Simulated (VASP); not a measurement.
# AgW (P6/mmm) in VASP: notebook

Runs on AgW. Level: PBE. Tasks: single point, relaxation of cell and atoms.

Everything below comes from runs of VASP 6.6.1. Logs are shortened: lines on timing, memory, paths and dates and some standing lists are left out, and cuts for length are marked.

## (1) The cell of the first run

Symmetry: P6/mmm, No. 191, hexagonal system. The conventional cell has a = 5.359 Å, b = 5.359 Å, c = 4.649 Å, α = 90.00°, β = 90.00°, γ = 120.00°. Within 3.5 Å of Ag (site symmetry mmm) lie 4 Ag at 2.68 Å and 6 W at 2.68 to 2.79 Å. W (site symmetry 6/mmm) has 6 Ag at 2.68 Å within 3.5 Å. W (site symmetry -6m2) has 6 Ag at 2.79 Å and 3 W at 3.09 Å within 3.7 Å.

## (2) Single point, PBE

Contents of INCAR:

```
PREC = Accurate
ENCUT = 520
EDIFF = 1E-6
ISMEAR = 0
SIGMA = 0.1
LREAL = F
LASPH = T
NELM = 80
ALGO = Fast
ISIF = 2
LWAVE = F
LCHARG = F
GGA = PE
NBANDS = 46
```

Contents of KPOINTS:

```
regular mesh
0
Gamma
  6 6 4
```

Contents of POSCAR:

```
AgW
1.0
    5.3594678677      0.0000000000      0.0000000000
   -2.6797339338      4.6414353242      0.0000000000
    0.0000000000      0.0000000000      4.6492243560
Ag W
3 3
Direct
    0.5000000000      0.0000000000      0.0000000000
    0.5000000000      0.5000000000      0.0000000000
    0.0000000000      0.5000000000      0.0000000000
    0.0000000000      0.0000000000      0.0000000000
    0.3333333333      0.6666666667      0.5000000000
    0.6666666667      0.3333333333      0.5000000000
```

Potentials or basis: VASP PAW PBE potentials, release 64 (Ag, W_sv).

The run is started by

```sh
> cat potpaw_PBE.64/Ag/POTCAR potpaw_PBE.64/W_sv/POTCAR > POTCAR
> mpirun -np 1 vasp_std > vasp.out
```

OUTCAR:

```text
PREC = Accurate
   ENCUT = 520
   EDIFF = 1E-6
   ISMEAR = 0
   LREAL = F
   LASPH = T
   NELM = 80
   ISIF = 2
   GGA = PE

 ion  position               nearest neighbor table
   1  0.500  0.000  0.000-   2 2.68   2 2.68   4 2.68   4 2.68   3 2.68   3 2.68   6 2.79   5 2.79
                             6 2.79   5 2.79
   2  0.500  0.500  0.000-   1 2.68   1 2.68   3 2.68   3 2.68   4 2.68   4 2.68   6 2.79   5 2.79
                             6 2.79   5 2.79
   3  0.000  0.500  0.000-   4 2.68   4 2.68   2 2.68   2 2.68   1 2.68   1 2.68   6 2.79   5 2.79
                             6 2.79   5 2.79
   4  0.000  0.000  0.000-   3 2.68   3 2.68   1 2.68   1 2.68   2 2.68   2 2.68
   5  0.333  0.667  0.500-   1 2.79   1 2.79   3 2.79   3 2.79   2 2.79   2 2.79   6 3.09   6 3.09
                             6 3.09
   6  0.667  0.333  0.500-   1 2.79   1 2.79   3 2.79   3 2.79   2 2.79   2 2.79   5 3.09   5 3.09
                             5 3.09

  LATTYP: Found a hexagonal cell.
 ALAT       =     5.3594678677
 C/A-ratio  =     0.8674787256

  Lattice vectors:

 A1 = (   5.3594678677,   0.0000000000,   0.0000000000)
 A2 = (  -2.6797339338,   4.6414353242,   0.0000000000)
 A3 = (   0.0000000000,   0.0000000000,   4.6492243560)

Analysis of symmetry for initial positions (statically):
=====================================================================
 Subroutine PRICEL returns:
 Original cell was already a primitive cell.

 Routine SETGRP: Setting up the symmetry group for a
 hexagonal supercell.

 Subroutine GETGRP returns: Found 24 space group operations
 (whereof 24 operations were pure point group operations)
 out of a pool of 24 trial point group operations.

The static configuration has the point symmetry D_6h.

Analysis of symmetry for dynamics (positions and initial velocities):
=====================================================================
 Subroutine PRICEL returns:
 Original cell was already a primitive cell.

 Routine SETGRP: Setting up the symmetry group for a
 hexagonal supercell.

 Subroutine GETGRP returns: Found 24 space group operations
 (whereof 24 operations were pure point group operations)
 out of a pool of 24 trial point group operations.

The dynamic configuration has the point symmetry D_6h.

 Subroutine INISYM returns: Found 24 space group operations
 (whereof 24 operations are pure point group operations),
 and found     1 'primitive' translations

----------------------------------------------------------------------------------------

                                     Primitive cell

  volume of cell :     115.6524

  direct lattice vectors                    reciprocal lattice vectors
     5.359467868  0.000000000  0.000000000     0.186585688  0.107725297  0.000000000
    -2.679733934  4.641435324  0.000000000     0.000000000  0.215450595  0.000000000
     0.000000000  0.000000000  4.649224356     0.000000000  0.000000000  0.215089642

  length of vectors
     5.359467868  5.359467868  4.649224356     0.215450595  0.215450595  0.215089642

  position of ions in fractional coordinates (direct lattice)
     0.500000000  0.000000000  0.000000000
     0.500000000  0.500000000  0.000000000
     0.000000000  0.500000000  0.000000000
     0.000000000  0.000000000  0.000000000
     0.333333333  0.666666667  0.500000000
     0.666666667  0.333333333  0.500000000

  ion indices of the primitive-cell ions
   primitive index   ion index
                 1           1
                 2           2
                 3           3
                 4           4
                 5           5
                 6           6

----------------------------------------------------------------------------------------

 KPOINTS: regular mesh

Automatic generation of k-mesh.
 Grid dimensions read from file:
 generate k-points for:    6    6    4

 Generating k-lattice:

  Cartesian coordinates                     Fractional coordinates (reciprocal lattice)
     0.031097615  0.017954216  0.000000000     0.166666667  0.000000000  0.000000000
     0.000000000  0.035908432  0.000000000     0.000000000  0.166666667  0.000000000
     0.000000000  0.000000000  0.053772410     0.000000000  0.000000000  0.250000000

  Length of vectors
     0.035908432  0.035908432  0.053772410

  Shift w.r.t. Gamma in fractional coordinates (k-lattice)
     0.000000000  0.000000000  0.000000000

 Subroutine IBZKPT returns following result:
 ===========================================

 Found     21 irreducible k-points:

 Following reciprocal coordinates:
            Coordinates               Weight
  0.000000  0.000000  0.000000      1.000000
  0.166667 -0.000000  0.000000      6.000000
  0.333333  0.000000  0.000000      6.000000
  0.500000 -0.000000  0.000000      3.000000
  0.166667  0.166667  0.000000      6.000000
  0.333333  0.166667  0.000000     12.000000
[... 13 lines left out ...]
  0.333333  0.166667  0.500000     12.000000
  0.333333  0.333333  0.500000      2.000000
   k-points           NKPTS =     21   k-points in BZ     NKDIM =     21   number of bands    NBANDS=     46
   number of dos      NEDOS =    301   number of ions     NIONS =      6
   total plane-waves  NPLWV =  57600
   dimension x,y,z NGX =    40 NGY =   40 NGZ =   36
   dimension x,y,z NGXF=    80 NGYF=   80 NGZF=   72
   ions per type =               3   3
   NGX,Y,Z   is equivalent  to a cutoff of  12.41, 12.41, 12.87 a.u.
   NGXF,Y,Z  is equivalent  to a cutoff of  24.82, 24.82, 25.75 a.u.
 SYSTEM =  unknown system
   PREC   = accura    normal or accurate (medium, high low for compatibility)
   ISTART =      0    job   : 0-new  1-cont  2-samecut
   ICHARG =      2    charge: 1-file 2-atom 10-const
   ISPIN  =      1    spin polarized calculation?
   LNONCOLLINEAR =      F non collinear calculations
   LSORBIT =      F    spin-orbit coupling
   LASPH  =      T    aspherical Exc in radial PAW
   ENCUT  =  520.0 eV  38.22 Ry    6.18 a.u.   9.97  9.97  8.64*2*pi/ulx,y,z
   NELM   =     80;   NELMIN=  2; NELMDL= -5     # of ELM steps
   EDIFF  = 0.1E-05   stopping-criterion for ELM
   LREAL  =      F    real-space projection
   EDIFFG = 0.1E-04   stopping-criterion for IOM
   NSW    =      0    number of steps for IOM
   IBRION =     -1    ionic relax: 0-MD 1-quasi-New 2-CG
   NFREE  =      0    steps in history (QN), initial steepest desc. (CG)
   ISIF   =      2    stress and relaxation
   ISYM   =      2    0-nonsym 1-usesym 2-fastsym
   POTIM  = 0.5000    time-step for ionic-motion
   TEBEG  =    0.0;   TEEND  =   0.0 temperature during run
   PSTRESS=    0.0 pullay stress
   NELECT =      75.0000    total number of electrons
   NUPDOWN=      -1.0000    fix difference up-down
   EMIN   =  10.00;   EMAX   =-10.00  energy-range for DOS
   EFERMI =   0.00;   METHOD = LEGACY
   ISMEAR =     0;   SIGMA  =   0.10  broadening in eV -4-tet -1-fermi 0-gaus
   EFERMI_NEDOS =   21; number of points for ismear=-14 and -15
   IALGO  =     68    algorithm
   IMIX   =      4    mixing-type and parameters
     AMIX     =   0.40;   BMIX     =  1.00
     AMIX_MAG =   1.60;   BMIX_MAG =  1.00
  volume/ion in A,a.u.               =      19.28       130.08
  Fermi-wavevector in a.u.,A,eV,Ry     =   1.417024  2.677786 27.319900  2.007956
  Thomas-Fermi vector in A             =   2.538297
   LORBIT       =      0    0 simple, 1 ext, 2 COOP (PROOUT), +10 PAW based schemes
   GGA     = PE    functional components
   LHFCALC =     F    Hartree Fock is set to
   AEXX    =    0.0000 exact exchange contribution
   IVDW    =     0    specifies the selected vdW correction
   LEPSILON=     F    determine dielectric tensor
   LRPA    =     F    only Hartree local field effects (RPA)
 non-spin polarized calculation
 RMM-DIIS sequential band-by-band and
 Gauss-broadening in eV      SIGMA  =   0.10
  energy-cutoff  :      520.00
  volume of cell :      115.65
 maximum number of plane-waves:      3168
 NGX is ok and might be reduce to    40
   NGX = 19   NGY = 19   NGZ = 17

 number of electron      75.0000020 magnetization

 Free energy of the ion-electron system (eV)
  ---------------------------------------------------
  ext. energy  EPLUGINS =         0.00000000
  ---------------------------------------------------
  free energy    TOTEN  =       -35.85847739 eV

  energy without entropy =      -35.81953325  energy(sigma->0) =      -35.83900532

 E-fermi :   7.7765     XC(G=0): -11.9483

 val. band max:        7.7670548595   @ k =   0.3333   0.1667   0.5000
 cond. band min:       7.7809206026   @ k =   0.3333   0.1667   0.0000
 fundamental gap:      0.0138657431
 Fermi energy:         7.7764546447

 k-point     1 :       0.0000    0.0000    0.0000
  band No.  band energies     occupation
      1     -66.7255      2.00000
      2     -66.3273      2.00000
      3     -66.3105      2.00000
      4     -31.0611      2.00000
      5     -30.7747      2.00000
      6     -30.7747      2.00000
[... 38 lines left out ...]
     45      11.0252      0.00000
     46      11.0252      0.00000

 k-point     2 :       0.1667   -0.0000    0.0000
  band No.  band energies     occupation
      1     -66.7254      2.00000
      2     -66.3263      2.00000
      3     -66.3115      2.00000
      4     -31.0611      2.00000
      5     -30.7771      2.00000
      6     -30.7756      2.00000
[... 38 lines left out ...]
     45      10.5581      0.00000
     46      10.6426      0.00000

 k-point     3 :       0.3333    0.0000    0.0000
  band No.  band energies     occupation
      1     -66.7253      2.00000
      2     -66.3238      2.00000
      3     -66.3141      2.00000
      4     -31.0611      2.00000
      5     -30.7818      2.00000
      6     -30.7775      2.00000
[... 38 lines left out ...]
     45      10.2282      0.00000
     46      11.4090      0.00000

 k-point     4 :       0.5000   -0.0000    0.0000
  band No.  band energies     occupation
      1     -66.7253      2.00000
      2     -66.3217      2.00000
      3     -66.3161      2.00000
      4     -31.0610      2.00000
      5     -30.7841      2.00000
      6     -30.7784      2.00000
[... 773 lines left out ...]
     45      10.0012      0.00000
     46      10.4041      0.00000

 k-point    20 :       0.3333    0.1667    0.5000
  band No.  band energies     occupation
      1     -66.7252      2.00000
      2     -66.3216      2.00000
      3     -66.3161      2.00000
      4     -31.0625      2.00000
      5     -30.7837      2.00000
      6     -30.7790      2.00000
[... 38 lines left out ...]
     45       9.8151      0.00000
     46      10.4101      0.00000

 k-point    21 :       0.3333    0.3333    0.5000
  band No.  band energies     occupation
      1     -66.7252      2.00000
      2     -66.3188      2.00000
      3     -66.3188      2.00000
      4     -31.0626      2.00000
      5     -30.7822      2.00000
      6     -30.7822      2.00000
[... 38 lines left out ...]
     45       9.5263      0.00000
     46      10.0838      0.00000

------------------------ aborting loop because EDIFF is reached ----------------------------------------

  FORCE on cell =-STRESS in cart. coord.  units (eV):
  Direction    XX          YY          ZZ          XY          YZ          ZX
  --------------------------------------------------------------------------------------
  -------------------------------------------------------------------------------------
  Total        0.1010401      0.1010401     -0.1262357      0.0000000      0.0000000     -0.0000000
  in kB        1.3997484      1.3997484     -1.7487928      0.0000000      0.0000000     -0.0000000
  external PRESSURE =       0.3502347 kB  Pullay stress =       0.0000000 kB

 VOLUME and BASIS-vectors are now :
 -----------------------------------------------------------------------------
  energy-cutoff  :      520.00
  volume of cell :      115.65
      direct lattice vectors                 reciprocal lattice vectors
     5.359467868  0.000000000  0.000000000     0.186585688  0.107725297  0.000000000
    -2.679733934  4.641435324  0.000000000     0.000000000  0.215450595  0.000000000
     0.000000000  0.000000000  4.649224356     0.000000000  0.000000000  0.215089642

 POSITION                                       TOTAL-FORCE (eV/Angst)
 -----------------------------------------------------------------------------------
      2.67973      0.00000      0.00000         0.000000      0.000000      0.000000
      1.33987      2.32072      0.00000         0.000000      0.000000      0.000000
     -1.33987      2.32072      0.00000         0.000000      0.000000      0.000000
      0.00000      0.00000      0.00000         0.000000      0.000000      0.000000
     -0.00000      3.09429      2.32461        -0.000000      0.000000      0.000000
      2.67973      1.54715      2.32461         0.000000     -0.000000      0.000000
 -----------------------------------------------------------------------------------
    total drift:                               -0.000000      0.000000     -0.000000

  FREE ENERGIE OF THE ION-ELECTRON SYSTEM (eV)
  ---------------------------------------------------
  free  energy   TOTEN  =       -35.8584773946 eV

  energy  without entropy=      -35.8195332454  energy(sigma->0) =      -35.83900532
```

Run time: 66 s. Hardware: 1 thread of Intel Xeon 6975P-C (Granite Rapids), shared host; peak memory 0.28 GiB.

Results:

```yaml
Free_energy: -35.8585 eV
Pressure: 0.0 GPa
Band_gap_on_the_k_mesh: zero (an odd number of electrons rules out a gap without spin polarisation)
```

Stress tensor (GPa, compression positive):
```
 0.14  0.00  0.00
 0.00  0.14  0.00
 0.00  0.00 -0.17
```

Caveat: spin-orbit coupling is left out, which moves the levels of the heavy elements.

## (3) Relaxation of cell and atoms, PBE

This run uses another cell than the first one, of 16.97 Å³/atom.

Contents of INCAR:

```
ALGO = Fast
EDIFF = 1E-7
EDIFFG = -0.04
ENCUT = 600
GGA = PE
IBRION = 2
ISIF = 3
ISMEAR = 0
LASPH = T
LCHARG = F
LREAL = F
LWAVE = F
NELM = 100
NSW = 90
PREC = Accurate
SIGMA = 0.1
```

Contents of KPOINTS:

```
k-points
0
Gamma
  6 6 4
```

Changes to POSCAR since step 2:

```diff
@@ -2,5 +2,5 @@
 1.0
-    5.3594678677      0.0000000000      0.0000000000
-   -2.6797339338      4.6414353242      0.0000000000
-    0.0000000000      0.0000000000      4.6492243560
+    5.2622629671      0.0000000000      0.0000000000
+   -2.6311314835      4.5572534109      0.0000000000
+    0.0000000000      0.0000000000      4.2456894393
 Ag W
```

Potentials or basis: VASP PAW PBE potentials, release 64 (Ag, W_sv).

The run is started by

```sh
> cat potpaw_PBE.64/Ag/POTCAR potpaw_PBE.64/W_sv/POTCAR > POTCAR
> mpirun -np 1 vasp_std > vasp.out
```

It took 8.9 min on 1 thread of Intel Xeon 6975P-C (Granite Rapids), shared host; peak memory 0.3 GiB.

The run converged. Its results:

```
Free energy                           : -35.8519 eV
Relaxed volume                        : 19.28 Å³/atom
Relaxed cell                          : a = 5.363 Å, b = 5.363 Å, c = 4.643 Å, α = 90.00°, β = 90.00°, γ = 120.00°
Space group after relaxing (to 0.1 Å) : P6/mmm (No. 191)
Energy gained by relaxing             : 207.9 meV/atom
Ionic steps                           : 9
Pressure after relaxing               : 0.0 GPa
Band gap on the k mesh                : zero (an odd number of electrons rules out a gap without spin polarisation)
```

The path:
```tsv
step	energy change (eV)	largest force (eV/Å)	pressure (GPa)	volume (Å³)
1	0.0000	0.0000	27.65	101.82
2	1.8413	0.0000	-21.02	151.13
3	-1.1518	0.0000	-2.60	117.62
4	-1.1594	0.0000	-1.24	116.54
5	-1.1598	0.0000	-0.83	116.23
6	-1.2435	0.0000	0.15	115.48
7	-1.2469	0.0000	0.50	115.29
8	-1.2464	0.0000	-0.67	116.17
9	-1.2475	0.0000	0.01	115.65
```

Final structure:
```
Ag W
1.0
     5.36287    0.00000    0.00000
    -2.68143    4.64438    0.00000
     0.00000    0.00000    4.64338
Ag W
3 3
Direct
  0.50000 0.00000 0.00000
  0.50000 0.50000 0.00000
  0.00000 0.50000 0.00000
  0.00000 0.00000 0.00000
  0.33333 0.66667 0.50000
  0.66667 0.33333 0.50000
```

Levels at points of the mesh, in eV from the Fermi level:
```csv
k point,band 33,band 34,band 35,band 36,band 37,band 38,band 39,band 40,band 41,band 42
"(0.00, 0.00, 0.00)",-1.05,-1.05,-0.26,-0.26,0.36,0.48,0.53,0.53,1.12,1.12
"(0.50, 0.00, 0.00)",-0.95,-0.72,-0.67,-0.57,-0.48,-0.32,0.30,0.76,1.05,1.55
"(0.00, 0.00, 0.50)",-0.58,-0.58,-0.53,-0.53,-0.28,-0.28,0.48,0.54,1.41,1.41
"(0.50, 0.00, 0.50)",-0.97,-0.97,-0.47,-0.30,-0.24,0.09,0.30,0.75,1.24,1.33
```

Caveat: the k points lie up to 0.34 Å⁻¹ apart in the final cell, too coarse for converged energies and pressures of a metal; spin-orbit coupling is left out, which moves the levels of the heavy elements.
